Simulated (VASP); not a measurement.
CdS:

```
Cd S
1.0
     0.00000    2.91650    2.91650
     2.91650    0.00000    2.91650
     2.91650    2.91650    0.00000
Cd S
1 1
Direct
  0.00000 0.00000 0.00000
  0.75000 0.75000 0.75000
```

Program: VASP 6.6.1. Alike in all runs: task single point; potentials or basis VASP PAW PBE potentials, release 64 (Cd, S); no spin polarisation; cell as given; cutoff (eV) 520.

Task: Order these runs on this cell by their band gap on the k mesh, lowest first.
A. level PBE-based screened hybrid with 50 % exact exchange; k mesh 4 × 4 × 4; smearing fermi-dirac 0.05 eV; grid for exact exchange (PRECFOCK) Normal; share of exact exchange 0.5; screening parameter 0.2 1/Å
B. level PBE-based screened hybrid with 40 % exact exchange; k mesh 4 × 4 × 4; smearing fermi-dirac 0.05 eV; grid for exact exchange (PRECFOCK) Normal; share of exact exchange 0.4; screening parameter 0.2 1/Å
C. level PBE; k mesh 8 × 8 × 8; smearing gaussian 0.024 eV

Result: C (1.15 eV), B (2.88 eV), A (3.35 eV).

Caveats: some runs use coarse meshes.
